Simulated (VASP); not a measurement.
# Hg (P6_3/mmc) in VASP: density of states with PBE

Aim: the density of states of Hg with PBE.

Program: VASP 6.6.1. These are calculated values, not measurements. Logs are shortened: lines on timing, memory, paths and dates and some standing lists are left out, and cuts for length are marked.

### Step 1. The cell of the first run

The structure is hexagonal, space group P6_3/mmc (No. 194). Conventional cell: a = 2.697 Å, b = 2.697 Å, c = 4.469 Å, α = 90.00°, β = 90.00°, γ = 120.00°. Hg (site symmetry -6m2) has 12 Hg at 2.70 to 2.72 Å within 3.6 Å.

### Step 2. Density of states, PBE (volume scaled by 0.45)

Contents of POSCAR:

```
Hg
1.0
    2.6974430330      0.0000000000      0.0000000000
   -1.3487215165      2.3360541919      0.0000000000
    0.0000000000      0.0000000000      4.4689626135
Hg
2
Direct
    0.3333333333      0.6666666667      0.2500000000
    0.6666666667      0.3333333333      0.7500000000
```

Contents of INCAR.step1:

```
SYSTEM = Hg
ALGO = Normal ; EDIFF = 1E-6
ENCUT = 520 ; GGA = PE
ISIF = 2 ; ISMEAR = -1
LASPH = .TRUE. ; LCHARG = .TRUE.
LREAL = .FALSE. ; LWAVE = .FALSE.
NBANDS = 19 ; NELM = 100
PREC = Accurate ; SIGMA = 0.05
```

Contents of KPOINTS.step1:

```
k-points
0
G
  14 14 8
  0 0 0
```

Contents of INCAR.step2:

```
SYSTEM = Hg
ALGO = Normal ; EDIFF = 1E-6
ENCUT = 520 ; GGA = PE
ICHARG = 11 ; ISIF = 2
ISMEAR = -5 ; LASPH = .TRUE.
LCHARG = .FALSE. ; LORBIT = 11
LREAL = .FALSE. ; LWAVE = .FALSE.
NBANDS = 19 ; NEDOS = 1001
NELM = 100 ; PREC = Accurate
SIGMA = 0.05
```

Contents of KPOINTS.step2:

```
k-points
0
G
  21 21 12
  0 0 0
```

Potentials or basis: VASP PAW PBE potentials, release 64 (Hg).

The run is started by

```sh
$ cat potpaw_PBE.64/Hg/POTCAR > POTCAR
$ cp INCAR.step1 INCAR
$ cp KPOINTS.step1 KPOINTS
$ mpirun -np 1 vasp_std > vasp.out
$ cp INCAR.step2 INCAR
$ cp KPOINTS.step2 KPOINTS
$ mpirun -np 1 vasp_std > vasp.out
```

OUTCAR:

```text
SYSTEM = Hg
   EDIFF = 1E-6
   ENCUT = 520
   GGA = PE
   ICHARG = 11
   ISIF = 2
   ISMEAR = -5
   LASPH = .TRUE.
   LORBIT = 11
   LREAL = .FALSE.
   NELM = 100
   PREC = Accurate

 ion  position               nearest neighbor table
   1  0.333  0.667  0.250-   2 2.72   2 2.72   2 2.72   2 2.72   2 2.72   2 2.72   2 3.83   2 3.83
                             2 3.83   2 3.83   2 3.83   2 3.83
   2  0.667  0.333  0.750-   1 2.72   1 2.72   1 2.72   1 2.72   1 2.72   1 2.72   1 3.83   1 3.83
                             1 3.83   1 3.83   1 3.83   1 3.83

  LATTYP: Found a hexagonal cell.
 ALAT       =     2.6974430330
 C/A-ratio  =     1.6567403125

  Lattice vectors:

 A1 = (   2.6974430330,   0.0000000000,   0.0000000000)
 A2 = (  -1.3487215165,   2.3360541919,   0.0000000000)
 A3 = (   0.0000000000,   0.0000000000,   4.4689626135)

Analysis of symmetry for initial positions (statically):
=====================================================================
 Subroutine PRICEL returns:
 Original cell was already a primitive cell.

 Routine SETGRP: Setting up the symmetry group for a
 hexagonal supercell.

 Subroutine GETGRP returns: Found 24 space group operations
 (whereof 12 operations were pure point group operations)
 out of a pool of 24 trial point group operations.

The static configuration has the point symmetry D_3d.
 The point group associated with its full space group is D_6h.

Analysis of symmetry for dynamics (positions and initial velocities):
=====================================================================
 Subroutine PRICEL returns:
 Original cell was already a primitive cell.

 Routine SETGRP: Setting up the symmetry group for a
 hexagonal supercell.

 Subroutine GETGRP returns: Found 24 space group operations
 (whereof 12 operations were pure point group operations)
 out of a pool of 24 trial point group operations.

The dynamic configuration has the point symmetry D_3d.
 The point group associated with its full space group is D_6h.

 Subroutine INISYM returns: Found 24 space group operations
 (whereof 12 operations are pure point group operations),
 and found     1 'primitive' translations

----------------------------------------------------------------------------------------

                                     Primitive cell

  volume of cell :      28.1606

  direct lattice vectors                    reciprocal lattice vectors
     2.697443033  0.000000000  0.000000000     0.370721453  0.214036131  0.000000000
    -1.348721516  2.336054192  0.000000000     0.000000000  0.428072261  0.000000000
     0.000000000  0.000000000  4.468962613     0.000000000  0.000000000  0.223765577

  length of vectors
     2.697443033  2.697443033  4.468962613     0.428072261  0.428072261  0.223765577

  position of ions in fractional coordinates (direct lattice)
     0.333333333  0.666666667  0.250000000
     0.666666667  0.333333333  0.750000000

  ion indices of the primitive-cell ions
   primitive index   ion index
                 1           1
                 2           2

----------------------------------------------------------------------------------------

 KPOINTS: k-points

Automatic generation of k-mesh.
 Grid dimensions read from file:
 generate k-points for:   21   21   12

 Generating k-lattice:

  Cartesian coordinates                     Fractional coordinates (reciprocal lattice)
     0.017653403  0.010192197  0.000000000     0.047619048 -0.000000000  0.000000000
     0.000000000  0.020384393  0.000000000     0.000000000  0.047619048  0.000000000
     0.000000000  0.000000000  0.018647131     0.000000000  0.000000000  0.083333333

  Length of vectors
     0.020384393  0.020384393  0.018647131

  Shift w.r.t. Gamma in fractional coordinates (k-lattice)
     0.000000000  0.000000000  0.000000000

 TETIRR: Found   5376 inequivalent tetrahedra from    31752

 Subroutine IBZKPT returns following result:
 ===========================================

 Found    336 irreducible k-points:

 Following reciprocal coordinates:
            Coordinates               Weight
  0.000000  0.000000  0.000000      1.000000
  0.047619 -0.000000  0.000000      6.000000
  0.095238 -0.000000  0.000000      6.000000
  0.142857 -0.000000  0.000000      6.000000
  0.190476 -0.000000  0.000000      6.000000
  0.238095 -0.000000  0.000000      6.000000
[... 16 lines left out ...]
  0.142857  0.095238  0.000000     12.000000
  0.190476  0.095238  0.000000     12.000000
 [... further k-points ...]
   k-points           NKPTS =    336   k-points in BZ     NKDIM =    336   number of bands    NBANDS=     19
   number of dos      NEDOS =   1001   number of ions     NIONS =      2
   total plane-waves  NPLWV =  14400
   dimension x,y,z NGX =    20 NGY =   20 NGZ =   36
   dimension x,y,z NGXF=    40 NGYF=   40 NGZF=   72
   ions per type =               2
   NGX,Y,Z   is equivalent  to a cutoff of  12.33, 12.33, 13.39 a.u.
   NGXF,Y,Z  is equivalent  to a cutoff of  24.65, 24.65, 26.78 a.u.
 SYSTEM =  Hg
   PREC   = accura    normal or accurate (medium, high low for compatibility)
   ISTART =      0    job   : 0-new  1-cont  2-samecut
   ICHARG =     11    charge: 1-file 2-atom 10-const
   ISPIN  =      1    spin polarized calculation?
   LNONCOLLINEAR =      F non collinear calculations
   LSORBIT =      F    spin-orbit coupling
   LASPH  =      T    aspherical Exc in radial PAW
   ENCUT  =  520.0 eV  38.22 Ry    6.18 a.u.   5.02  5.02  8.31*2*pi/ulx,y,z
   NELM   =    100;   NELMIN=  2; NELMDL=  0     # of ELM steps
   EDIFF  = 0.1E-05   stopping-criterion for ELM
   LREAL  =      F    real-space projection
   EDIFFG = 0.1E-04   stopping-criterion for IOM
   NSW    =      0    number of steps for IOM
   IBRION =     -1    ionic relax: 0-MD 1-quasi-New 2-CG
   NFREE  =      0    steps in history (QN), initial steepest desc. (CG)
   ISIF   =      2    stress and relaxation
   ISYM   =      2    0-nonsym 1-usesym 2-fastsym
   POTIM  = 0.5000    time-step for ionic-motion
   TEBEG  =    0.0;   TEEND  =   0.0 temperature during run
   PSTRESS=    0.0 pullay stress
   NELECT =      24.0000    total number of electrons
   NUPDOWN=      -1.0000    fix difference up-down
   EMIN   =  10.00;   EMAX   =-10.00  energy-range for DOS
   EFERMI =   0.00;   METHOD = LEGACY
   ISMEAR =    -5;   SIGMA  =   0.05  broadening in eV -4-tet -1-fermi 0-gaus
   EFERMI_NEDOS =   21; number of points for ismear=-14 and -15
   IALGO  =     38    algorithm
   IMIX   =      4    mixing-type and parameters
     AMIX     =   0.40;   BMIX     =  1.00
     AMIX_MAG =   1.60;   BMIX_MAG =  1.00
  volume/ion in A,a.u.               =      14.08        95.02
  Fermi-wavevector in a.u.,A,eV,Ry     =   1.552141  2.933122 32.778378  2.409143
  Thomas-Fermi vector in A             =   2.656559
   LORBIT       =     11    0 simple, 1 ext, 2 COOP (PROOUT), +10 PAW based schemes
   GGA     = PE    functional components
   LHFCALC =     F    Hartree Fock is set to
   AEXX    =    0.0000 exact exchange contribution
   IVDW    =     0    specifies the selected vdW correction
   LEPSILON=     F    determine dielectric tensor
   LRPA    =     F    only Hartree local field effects (RPA)
 non-spin polarized calculation
 Fermi weights with tetrahedron method with Bloechl corrections
  energy-cutoff  :      520.00
  volume of cell :       28.16
 maximum number of plane-waves:       777
 NGX is ok and might be reduce to    20

 number of electron      24.0000002 magnetization

 Free energy of the ion-electron system (eV)
  ---------------------------------------------------
  ext. energy  EPLUGINS =         0.00000000
  ---------------------------------------------------
  free energy    TOTEN  =         4.39209231 eV

  energy without entropy =        4.39209231  energy(sigma->0) =        4.39209231

 E-fermi :   9.6188     XC(G=0): -13.9215

 val. band max:        9.8213035558   @ k =   0.3333   0.2857   0.4167
 cond. band min:       9.4475846839   @ k =   0.3333   0.3333   0.0833
 fundamental gap:     -0.3737188719
 Fermi energy:         9.6187733911

 k-point     1 :       0.0000    0.0000    0.0000
  band No.  band energies     occupation
      1      -6.1382      2.00000
      2      -3.9756      2.00000
      3      -1.2900      2.00000
      4      -1.0483      2.00000
      5      -1.0483      2.00000
      6      -0.6661      2.00000
[... 11 lines left out ...]
     18      26.7063      0.00000
     19      30.1279      0.00000

 k-point     2 :       0.0476   -0.0000    0.0000
  band No.  band energies     occupation
      1      -6.0548      2.00000
      2      -3.9102      2.00000
      3      -1.3400      2.00000
      4      -1.0022      2.00000
      5      -0.9912      2.00000
      6      -0.6937      2.00000
[... 11 lines left out ...]
     18      26.2705      0.00000
     19      28.7907      0.00000

 k-point     3 :       0.0952   -0.0000    0.0000
  band No.  band energies     occupation
      1      -5.8097      2.00000
      2      -3.7246      2.00000
      3      -1.4595      2.00000
      4      -0.9023      2.00000
      5      -0.8225      2.00000
      6      -0.7477      2.00000
[... 11 lines left out ...]
     18      26.2131      0.00000
     19      27.2276      0.00000

 k-point     4 :       0.1429   -0.0000    0.0000
  band No.  band energies     occupation
      1      -5.4196      2.00000
      2      -3.4571      2.00000
      3      -1.5990      2.00000
      4      -0.9391      2.00000
      5      -0.6189      2.00000
      6      -0.5550      2.00000
[... 407 lines left out ...]
     18      25.2377      0.00000
     19      26.6457      0.00000

 k-point    23 :       0.1429    0.0952    0.0000
  band No.  band energies     occupation
      1      -4.6994      2.00000
      2      -3.0213      2.00000
      3      -1.8528      2.00000
      4      -1.1437      2.00000
      5      -1.0205      2.00000
      6      -0.6524      2.00000
[... 11 lines left out ...]
     18      25.5488      0.00000
     19      26.8358      0.00000

 k-point    24 :       0.1905    0.0952    0.0000
  band No.  band energies     occupation
      1      -4.1539      2.00000
      2      -2.8655      2.00000
      3      -1.8470      2.00000
      4      -1.6232      2.00000
      5      -1.0647      2.00000
      6      -0.8151      2.00000
[... 11 lines left out ...]
     18      25.0562      0.00000
     19      26.7244      0.00000

 [... further k-points ...]
[... 5 lines left out ...]
  --------------------------------------------------------------------------------------
  -------------------------------------------------------------------------------------
  Total       22.4223521     22.4223521     22.3851350      0.0000000      0.0000000      0.0000000
  in kB     1275.7037576   1275.7037576   1273.5863137      0.0000000      0.0000000      0.0000000
  external PRESSURE =    1274.9979430 kB  Pullay stress =       0.0000000 kB

 VOLUME and BASIS-vectors are now :
 -----------------------------------------------------------------------------
  energy-cutoff  :      520.00
  volume of cell :       28.16
      direct lattice vectors                 reciprocal lattice vectors
     2.697443033  0.000000000  0.000000000     0.370721453  0.214036131  0.000000000
    -1.348721516  2.336054192  0.000000000     0.000000000  0.428072261  0.000000000
     0.000000000  0.000000000  4.468962613     0.000000000  0.000000000  0.223765577

 POSITION                                       TOTAL-FORCE (eV/Angst)
 -----------------------------------------------------------------------------------
     -0.00000      1.55737      1.11724        -0.000000     -0.000000      0.000000
      1.34872      0.77868      3.35172         0.000000      0.000000      0.000000
 -----------------------------------------------------------------------------------
    total drift:                                0.000000     -0.000000      0.000000

  FREE ENERGIE OF THE ION-ELECTRON SYSTEM (eV)
  ---------------------------------------------------
  free  energy   TOTEN  =         4.3920923121 eV

  energy  without entropy=        4.3920923121  energy(sigma->0) =        4.39209231

 total charge

# of ion       s       p       d       tot
------------------------------------------
    1        0.868   0.789   9.448  11.106
    2        0.868   0.789   9.448  11.106
--------------------------------------------------
tot          1.737   1.579  18.897  22.212
```

Run time: 1.9 min. Hardware: 1 thread of Intel Xeon Platinum 8259CL at 2.50GHz (Skylake/Cascade Lake), shared host; peak memory 0.26 GiB.

What came out:

* Valence electrons inside the program's atomic spheres: Hg 11.11

Levels at points of the mesh, in eV from the Fermi level:
| k point | band 9 | band 10 | band 11 | band 12 | band 13 | band 14 | band 15 | band 16 |
| --- | --- | --- | --- | --- | --- | --- | --- | --- |
| (0.00, 0.00, 0.00) | -9.57 | -7.87 | -7.87 | -5.71 | -1.13 | 12.55 | 14.40 | 15.35 |
| (0.00, 0.00, 0.50) | -8.42 | -8.42 | -8.42 | -8.42 | 8.22 | 8.22 | 13.02 | 13.02 |

Caveat: spin-orbit coupling is left out, which moves the levels of the heavy elements; tetrahedron occupations give inexact forces and stress in metals.
